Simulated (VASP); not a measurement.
# TiB2 (P6/mmm) in VASP: further runs

TiB2 is run at these levels: LDA+U, PBE0, PBEsol-based global hybrid with 25 % exact exchange; tasks: single point.

Program: VASP 6.6.1. These are calculated values, not measurements. Logs are shortened: lines on timing, memory, paths and dates and some standing lists are left out, and cuts for length are marked.

## Step 1: The cell of the first run

Symmetry: P6/mmm, No. 191, hexagonal system. Conventional cell: a = 3.029 Å, b = 3.029 Å, c = 3.228 Å, α = 90.00°, β = 90.00°, γ = 120.00°. Within 3.1 Å of Ti (site symmetry 6/mmm) lie 12 B at 2.38 Å and 6 Ti at 3.03 Å. Within 2.4 Å of B (site symmetry -6m2) lie 3 B at 1.75 Å and 6 Ti at 2.38 Å.

## Step 2: Single point, LDA+U

INCAR reads:

```
PREC     = Accurate       # precision mode
ENCUT    = 1230           # plane-wave cutoff, eV
EDIFF    = 1E-6           # SCF threshold, eV
ISMEAR   = -1             # smearing method
SIGMA    = 0.05           # smearing width, eV
LREAL    = F              # projectors in reciprocal space
LASPH    = T              # aspherical terms in the spheres
NELM     = 200            # most SCF steps
ALGO     = Normal         # electronic algorithm
ISIF     = 2              # what is computed and relaxed
LWAVE    = F              # write WAVECAR
LCHARG   = F              # write CHGCAR
LMAXMIX  = 4              # l up to which the mixer works
LDAU     = T              # DFT+U
LDAUTYPE = 2            
LDAUL    = 2 -1           # shell
LDAUU    = 5 0            # U, eV
LDAUJ    = 0 0          
LDAUPRINT= 1            
GGA      = CA             # functional
NBANDS   = 16             # bands
GGA_COMPAT= F
```

KPOINTS reads:

```
regular mesh
0
Gamma
  10 10 8
```

POSCAR reads:

```
TiB2
1.0
    3.0292000000      0.0000000000      0.0000000000
   -1.5146000000      2.6233641531      0.0000000000
    0.0000000000      0.0000000000      3.2284000000
Ti B
1 2
Direct
    0.0000000000      0.0000000000      0.0000000000
    0.6666666667      0.3333333333      0.5000000000
    0.3333333333      0.6666666667      0.5000000000
```

Potentials or basis: VASP PAW LDA potentials, release 64 (Ti_sv, B_h).

The run is started by

```console
cat potpaw_LDA.64/Ti_sv/POTCAR potpaw_LDA.64/B_h/POTCAR > POTCAR
mpirun -np 1 vasp_std > vasp.out
```

OUTCAR:

```text
PREC = Accurate
   ENCUT = 1230
   EDIFF = 1E-6
   ISMEAR = -1
   LREAL = F
   LASPH = T
   NELM = 200
   ISIF = 2
   GGA = CA

 ion  position               nearest neighbor table
   1  0.000  0.000  0.000-
   2  0.667  0.333  0.500-
   3  0.333  0.667  0.500-

  LATTYP: Found a hexagonal cell.
 ALAT       =     3.0292000000
 C/A-ratio  =     1.0657599366

  Lattice vectors:

 A1 = (   3.0292000000,   0.0000000000,   0.0000000000)
 A2 = (  -1.5146000000,   2.6233641531,   0.0000000000)
 A3 = (   0.0000000000,   0.0000000000,   3.2284000000)

Analysis of symmetry for initial positions (statically):
=====================================================================
 Subroutine PRICEL returns:
 Original cell was already a primitive cell.

 Routine SETGRP: Setting up the symmetry group for a
 hexagonal supercell.

 Subroutine GETGRP returns: Found 24 space group operations
 (whereof 24 operations were pure point group operations)
 out of a pool of 24 trial point group operations.

The static configuration has the point symmetry D_6h.

Analysis of symmetry for dynamics (positions and initial velocities):
=====================================================================
 Subroutine PRICEL returns:
 Original cell was already a primitive cell.

 Routine SETGRP: Setting up the symmetry group for a
 hexagonal supercell.

 Subroutine GETGRP returns: Found 24 space group operations
 (whereof 24 operations were pure point group operations)
 out of a pool of 24 trial point group operations.

The dynamic configuration has the point symmetry D_6h.

 Subroutine INISYM returns: Found 24 space group operations
 (whereof 24 operations are pure point group operations),
 and found     1 'primitive' translations

----------------------------------------------------------------------------------------

                                     Primitive cell

  volume of cell :      25.6551

  direct lattice vectors                    reciprocal lattice vectors
     3.029200000  0.000000000  0.000000000     0.330120164  0.190594965  0.000000000
    -1.514600000  2.623364153  0.000000000     0.000000000  0.381189931  0.000000000
     0.000000000  0.000000000  3.228400000     0.000000000  0.000000000  0.309750960

  length of vectors
     3.029200000  3.029200000  3.228400000     0.381189931  0.381189931  0.309750960

  position of ions in fractional coordinates (direct lattice)
     0.000000000  0.000000000  0.000000000
     0.666666667  0.333333333  0.500000000
     0.333333333  0.666666667  0.500000000

  ion indices of the primitive-cell ions
   primitive index   ion index
                 1           1
                 2           2
                 3           3

----------------------------------------------------------------------------------------

 KPOINTS: regular mesh

Automatic generation of k-mesh.
 Grid dimensions read from file:
 generate k-points for:   10   10    8

 Generating k-lattice:

  Cartesian coordinates                     Fractional coordinates (reciprocal lattice)
     0.033012016  0.019059497  0.000000000     0.100000000  0.000000000  0.000000000
     0.000000000  0.038118993  0.000000000     0.000000000  0.100000000  0.000000000
     0.000000000  0.000000000  0.038718870     0.000000000  0.000000000  0.125000000

  Length of vectors
     0.038118993  0.038118993  0.038718870

  Shift w.r.t. Gamma in fractional coordinates (k-lattice)
     0.000000000  0.000000000  0.000000000

 Subroutine IBZKPT returns following result:
 ===========================================

 Found     70 irreducible k-points:

 Following reciprocal coordinates:
            Coordinates               Weight
  0.000000  0.000000  0.000000      1.000000
  0.100000 -0.000000  0.000000      6.000000
  0.200000 -0.000000  0.000000      6.000000
  0.300000 -0.000000  0.000000      6.000000
  0.400000 -0.000000  0.000000      6.000000
  0.500000 -0.000000  0.000000      3.000000
[... 16 lines left out ...]
  0.300000  0.100000  0.125000     24.000000
  0.400000  0.100000  0.125000     24.000000
 [... further k-points ...]
   k-points           NKPTS =     70   k-points in BZ     NKDIM =     70   number of bands    NBANDS=     16
   number of dos      NEDOS =    301   number of ions     NIONS =      3
   total plane-waves  NPLWV =  51840
   dimension x,y,z NGX =    36 NGY =   36 NGZ =   40
   dimension x,y,z NGXF=    72 NGYF=   72 NGZF=   80
   ions per type =               1   2
   NGX,Y,Z   is equivalent  to a cutoff of  19.76, 19.76, 20.60 a.u.
   NGXF,Y,Z  is equivalent  to a cutoff of  39.51, 39.51, 41.20 a.u.
 SYSTEM =  unknown system
   PREC   = accura    normal or accurate (medium, high low for compatibility)
   ISTART =      0    job   : 0-new  1-cont  2-samecut
   ICHARG =      2    charge: 1-file 2-atom 10-const
   ISPIN  =      1    spin polarized calculation?
   LNONCOLLINEAR =      F non collinear calculations
   LSORBIT =      F    spin-orbit coupling
   LASPH  =      T    aspherical Exc in radial PAW
   ENCUT  = 1230.0 eV  90.40 Ry    9.51 a.u.   8.66  8.66  9.23*2*pi/ulx,y,z
   NELM   =    200;   NELMIN=  2; NELMDL= -5     # of ELM steps
   EDIFF  = 0.1E-05   stopping-criterion for ELM
   LREAL  =      F    real-space projection
   EDIFFG = 0.1E-04   stopping-criterion for IOM
   NSW    =      0    number of steps for IOM
   IBRION =     -1    ionic relax: 0-MD 1-quasi-New 2-CG
   NFREE  =      0    steps in history (QN), initial steepest desc. (CG)
   ISIF   =      2    stress and relaxation
   ISYM   =      2    0-nonsym 1-usesym 2-fastsym
   POTIM  = 0.5000    time-step for ionic-motion
   TEBEG  =    0.0;   TEEND  =   0.0 temperature during run
   PSTRESS=    0.0 pullay stress
   NELECT =      18.0000    total number of electrons
   NUPDOWN=      -1.0000    fix difference up-down
   EMIN   =  10.00;   EMAX   =-10.00  energy-range for DOS
   EFERMI =   0.00;   METHOD = LEGACY
   ISMEAR =    -1;   SIGMA  =   0.05  broadening in eV -4-tet -1-fermi 0-gaus
   EFERMI_NEDOS =   21; number of points for ismear=-14 and -15
   IALGO  =     38    algorithm
   IMIX   =      4    mixing-type and parameters
     AMIX     =   0.40;   BMIX     =  1.00
     AMIX_MAG =   1.60;   BMIX_MAG =  1.00
  volume/ion in A,a.u.               =       8.55        57.71
  Fermi-wavevector in a.u.,A,eV,Ry     =   1.454703  2.748990 28.792122  2.116161
  Thomas-Fermi vector in A             =   2.571823
   LORBIT       =      0    0 simple, 1 ext, 2 COOP (PROOUT), +10 PAW based schemes
 LDA+U is selected, type is set to LDAUTYPE =  2
   angular momentum for each species LDAUL =     2   -1
   U (eV)           for each species LDAUU =   5.0  0.0
   J (eV)           for each species LDAUJ =   0.0  0.0
   GGA     = CA    functional components
   LHFCALC =     F    Hartree Fock is set to
   AEXX    =    0.0000 exact exchange contribution
   IVDW    =     0    specifies the selected vdW correction
   LEPSILON=     F    determine dielectric tensor
   LRPA    =     F    only Hartree local field effects (RPA)
 non-spin polarized calculation
  energy-cutoff  :     1230.00
  volume of cell :       25.66
 maximum number of plane-waves:      2535
 NGX is ok and might be reduce to    36
   NGX = 17   NGY = 17   NGZ = 19

atom =   1  type =  1  l = 2

 onsite density matrix

spin component  1

  0.1997  0.0000 -0.0000 -0.0000  0.0000
  0.0000  0.1986  0.0000  0.0000 -0.0000
 -0.0000  0.0000  0.1636 -0.0000 -0.0000
 -0.0000  0.0000 -0.0000  0.1986  0.0000
  0.0000 -0.0000 -0.0000  0.0000  0.1997

spin component  2

  0.1997  0.0000 -0.0000 -0.0000  0.0000
  0.0000  0.1986  0.0000  0.0000 -0.0000
 -0.0000  0.0000  0.1636 -0.0000 -0.0000
 -0.0000  0.0000 -0.0000  0.1986  0.0000
  0.0000 -0.0000 -0.0000  0.0000  0.1997

 occupancies and eigenvectors

  o =  0.1636  v =  0.0000 -0.0000 -1.0000  0.0000 -0.0000  0.0000  0.0000  0.0000  0.0000  0.0000      0.0000  0.0000  0.0000  0.0000  0.0000  0.0000  0.0000  0.0000  0.0000  0.0000
  o =  0.1636  v =  0.0000  0.0000  0.0000  0.0000  0.0000  0.0000 -0.0000 -1.0000  0.0000 -0.0000      0.0000  0.0000  0.0000  0.0000  0.0000  0.0000  0.0000  0.0000  0.0000  0.0000
  o =  0.1986  v =  0.0000 -1.0000  0.0000 -0.0000 -0.0000  0.0000  0.0000  0.0000  0.0000  0.0000      0.0000  0.0000  0.0000  0.0000  0.0000  0.0000  0.0000  0.0000  0.0000  0.0000
  o =  0.1986  v =  0.0000  0.0000  0.0000  0.0000  0.0000  0.0000 -1.0000  0.0000 -0.0000 -0.0000      0.0000  0.0000  0.0000  0.0000  0.0000  0.0000  0.0000  0.0000  0.0000  0.0000
  o =  0.1986  v =  0.0000  0.0000  0.0000  0.0000  0.0000  0.0000 -0.0000  0.0000  1.0000 -0.0000      0.0000  0.0000  0.0000  0.0000  0.0000  0.0000  0.0000  0.0000  0.0000  0.0000
  o =  0.1986  v =  0.0000 -0.0000  0.0000  1.0000 -0.0000  0.0000  0.0000  0.0000  0.0000  0.0000      0.0000  0.0000  0.0000  0.0000  0.0000  0.0000  0.0000  0.0000  0.0000  0.0000
  o =  0.1997  v =  1.0000  0.0000  0.0000  0.0000  0.0000  0.0000  0.0000  0.0000  0.0000  0.0000      0.0000  0.0000  0.0000  0.0000  0.0000  0.0000  0.0000  0.0000  0.0000  0.0000
  o =  0.1997  v =  0.0000  0.0000  0.0000  0.0000  0.0000  1.0000  0.0000  0.0000  0.0000  0.0000      0.0000  0.0000  0.0000  0.0000  0.0000  0.0000  0.0000  0.0000  0.0000  0.0000
  o =  0.1997  v =  0.0000  0.0000  0.0000  0.0000  0.0000  0.0000 -0.0000 -0.0000  0.0000  1.0000      0.0000  0.0000  0.0000  0.0000  0.0000  0.0000  0.0000  0.0000  0.0000  0.0000
  o =  0.1997  v =  0.0000 -0.0000 -0.0000  0.0000  1.0000  0.0000  0.0000  0.0000  0.0000  0.0000      0.0000  0.0000  0.0000  0.0000  0.0000  0.0000  0.0000  0.0000  0.0000  0.0000

 number of electron      18.0000000 magnetization

 Free energy of the ion-electron system (eV)
  ---------------------------------------------------
  ext. energy  EPLUGINS =         0.00000000
  ---------------------------------------------------
  free energy    TOTEN  =       -22.87391802 eV

  energy without entropy =      -22.86728612  energy(sigma->0) =      -22.87060207

 E-fermi :  11.2959     XC(G=0): -13.0895

 val. band max:       11.2773287141   @ k =   0.2000   0.2000   0.1250
 cond. band min:      11.3094024308   @ k =   0.1000  -0.0000   0.3750
 fundamental gap:      0.0320737167
 Fermi energy:        11.2959223915

 k-point     1 :       0.0000    0.0000    0.0000
  band No.  band energies     occupation
      1     -46.3501      2.00000
      2     -23.0478      2.00000
      3     -22.7302      2.00000
      4     -22.7302      2.00000
      5      -2.4233      2.00000
      6       8.5960      2.00000
[... 8 lines left out ...]
     15      16.6918      0.00000
     16      17.9883      0.00000

 k-point     2 :       0.1000   -0.0000    0.0000
  band No.  band energies     occupation
      1     -46.3449      2.00000
      2     -23.0415      2.00000
      3     -22.7688      2.00000
      4     -22.7390      2.00000
      5      -2.2313      2.00000
      6       8.0349      2.00000
[... 8 lines left out ...]
     15      17.8179      0.00000
     16      18.5911      0.00000

 k-point     3 :       0.2000   -0.0000    0.0000
  band No.  band energies     occupation
      1     -46.3311      2.00000
      2     -23.0249      2.00000
      3     -22.8690      2.00000
      4     -22.7620      2.00000
      5      -1.6706      2.00000
      6       6.6818      2.00000
[... 8 lines left out ...]
     15      18.7949      0.00000
     16      19.9293      0.00000
[... 362 lines left out ...]
 k-point    23 :       0.3000    0.1000    0.1250
  band No.  band energies     occupation
      1     -46.3024      2.00000
      2     -23.0384      2.00000
      3     -23.0179      2.00000
      4     -22.8202      2.00000
      5       0.0294      2.00000
      6       4.2988      2.00000
[... 8 lines left out ...]
     15      19.3348      0.00000
     16      20.7398      0.00000

 k-point    24 :       0.4000    0.1000    0.1250
  band No.  band energies     occupation
      1     -46.2928      2.00000
      2     -23.1000      2.00000
      3     -23.0062      2.00000
      4     -22.8403      2.00000
      5       1.2712      2.00000
      6       2.7217      2.00000
[... 8 lines left out ...]
     15      19.7001      0.00000
     16      20.4650      0.00000

 [... further k-points ...]

------------------------ aborting loop because EDIFF is reached ----------------------------------------

  FORCE on cell =-STRESS in cart. coord.  units (eV):
  Direction    XX          YY          ZZ          XY          YZ          ZX
  --------------------------------------------------------------------------------------
  -------------------------------------------------------------------------------------
  Total       -0.3068280     -0.3068280      0.3151270      0.0000000     -0.0000000     -0.0000000
  in kB      -19.1615997    -19.1615997     19.6798739      0.0000000     -0.0000000     -0.0000000
  external PRESSURE =      -6.2144418 kB  Pullay stress =       0.0000000 kB

 VOLUME and BASIS-vectors are now :
 -----------------------------------------------------------------------------
  energy-cutoff  :     1230.00
  volume of cell :       25.66
      direct lattice vectors                 reciprocal lattice vectors
     3.029200000  0.000000000  0.000000000     0.330120164  0.190594965  0.000000000
    -1.514600000  2.623364153  0.000000000     0.000000000  0.381189931  0.000000000
     0.000000000  0.000000000  3.228400000     0.000000000  0.000000000  0.309750960

 POSITION                                       TOTAL-FORCE (eV/Angst)
 -----------------------------------------------------------------------------------
      0.00000      0.00000      0.00000         0.000000      0.000000     -0.000000
      1.51460      0.87445      1.61420        -0.000000      0.000000     -0.000000
     -0.00000      1.74891      1.61420         0.000000     -0.000000      0.000000
 -----------------------------------------------------------------------------------
    total drift:                                0.000000      0.000000      0.000000

  FREE ENERGIE OF THE ION-ELECTRON SYSTEM (eV)
  ---------------------------------------------------
  free  energy   TOTEN  =       -22.8739180205 eV

  energy  without entropy=      -22.8672861234  energy(sigma->0) =      -22.87060207
```

It took 70 s on 1 thread of Intel Xeon Platinum 8259CL at 2.50GHz (Skylake/Cascade Lake), shared host; peak memory 0.25 GiB.

Results:

```yaml
Free_energy: -22.8739 eV
Pressure: -0.6 GPa
Band_gap_on_the_k_mesh: zero (bands 9 and 10 overlap by 0.61 eV)
```

Eigenvalues of the final occupation matrices:
```csv
site,spin,trace,eigenvalues
site 1 d,1,0.96,0.16 0.20 0.20 0.20 0.20
site 1 d,2,0.96,0.16 0.20 0.20 0.20 0.20
```

Caveat: U without spin polarisation on a metal has little footing; the U is typed as a test and isn't derived for this compound.

## Step 3: Single point, LDA+U

INCAR reads:

```
SYSTEM = TiB2
ALGO = Normal ; EDIFF = 1E-6
ENCUT = 1230 ; GGA = CA
GGA_COMPAT = .FALSE. ; ISIF = 2
ISMEAR = -1 ; LASPH = .TRUE.
LCHARG = .TRUE. ; LDAU = .TRUE.
LDAUJ = 0 0 ; LDAUL = 2 -1
LDAUPRINT = 1 ; LDAUTYPE = 2
LDAUU = 4 0 ; LELF = .TRUE.
LMAXMIX = 4 ; LREAL = .FALSE.
LVHAR = .TRUE. ; LWAVE = .FALSE.
NBANDS = 16 ; NELM = 200
PREC = Accurate ; SIGMA = 0.05
```

KPOINTS reads:

```
k-points
0
G
  10 10 8
  0 0 0
```

POSCAR is that of step 2.

Potentials or basis: VASP PAW LDA potentials, release 64 (Ti_sv, B_h).

The run is started by

```console
cat potpaw_LDA.64/Ti_sv/POTCAR potpaw_LDA.64/B_h/POTCAR > POTCAR
mpirun -np 1 vasp_std > vasp.out
```

OUTCAR:

```text
SYSTEM = TiB2
   EDIFF = 1E-6
   ENCUT = 1230
   GGA = CA
   ISIF = 2
   ISMEAR = -1
   LASPH = .TRUE.
   LREAL = .FALSE.
   NELM = 200
   PREC = Accurate

 ion  position               nearest neighbor table
   1  0.000  0.000  0.000-
   2  0.667  0.333  0.500-
   3  0.333  0.667  0.500-

  LATTYP: Found a hexagonal cell.
 ALAT       =     3.0292000000
 C/A-ratio  =     1.0657599366

  Lattice vectors:

[... 681 lines left out ...]

------------------------ aborting loop because EDIFF is reached ----------------------------------------

  FORCE on cell =-STRESS in cart. coord.  units (eV):
  Direction    XX          YY          ZZ          XY          YZ          ZX
  --------------------------------------------------------------------------------------
  -------------------------------------------------------------------------------------
  Total       -0.5896067     -0.5896067     -0.1290297      0.0000000      0.0000000      0.0000000
  in kB      -36.8212987    -36.8212987     -8.0579819      0.0000000      0.0000000      0.0000000
  external PRESSURE =     -27.2335264 kB  Pullay stress =       0.0000000 kB

 VOLUME and BASIS-vectors are now :
 -----------------------------------------------------------------------------
  energy-cutoff  :     1230.00
  volume of cell :       25.66
      direct lattice vectors                 reciprocal lattice vectors
     3.029200000  0.000000000  0.000000000     0.330120164  0.190594965  0.000000000
    -1.514600000  2.623364153  0.000000000     0.000000000  0.381189931  0.000000000
     0.000000000  0.000000000  3.228400000     0.000000000  0.000000000  0.309750960

 POSITION                                       TOTAL-FORCE (eV/Angst)
 -----------------------------------------------------------------------------------
      0.00000      0.00000      0.00000        -0.000000      0.000000      0.000000
      1.51460      0.87445      1.61420         0.000000      0.000000      0.000000
     -0.00000      1.74891      1.61420        -0.000000      0.000000     -0.000000
 -----------------------------------------------------------------------------------
    total drift:                                0.000000      0.000000      0.000000

  FREE ENERGIE OF THE ION-ELECTRON SYSTEM (eV)
  ---------------------------------------------------
  free  energy   TOTEN  =       -23.6541719941 eV

  energy  without entropy=      -23.6475808564  energy(sigma->0) =      -23.65087643
```

It took 2 min on 1 thread of Intel Xeon Platinum 8375C at 2.90GHz (Ice Lake), shared host; peak memory 0.25 GiB.

Results:

```
Free energy            : -23.6542 eV
Pressure               : -2.7 GPa
Band gap on the k mesh : zero (bands 9 and 10 overlap by 0.60 eV)
```

Eigenvalues of the final occupation matrices:
```
    site  spin  trace               eigenvalues
site 1 d     1   0.98  0.17 0.20 0.20 0.20 0.20
site 1 d     2   0.98  0.17 0.20 0.20 0.20 0.20
```

Caveat: U without spin polarisation on a metal has little footing; the U is typed as a test and isn't derived for this compound.

(Part 1 of 2 ends here.)

The gap in the log of VASP goes by the Fermi energy; the results here count the filled bands.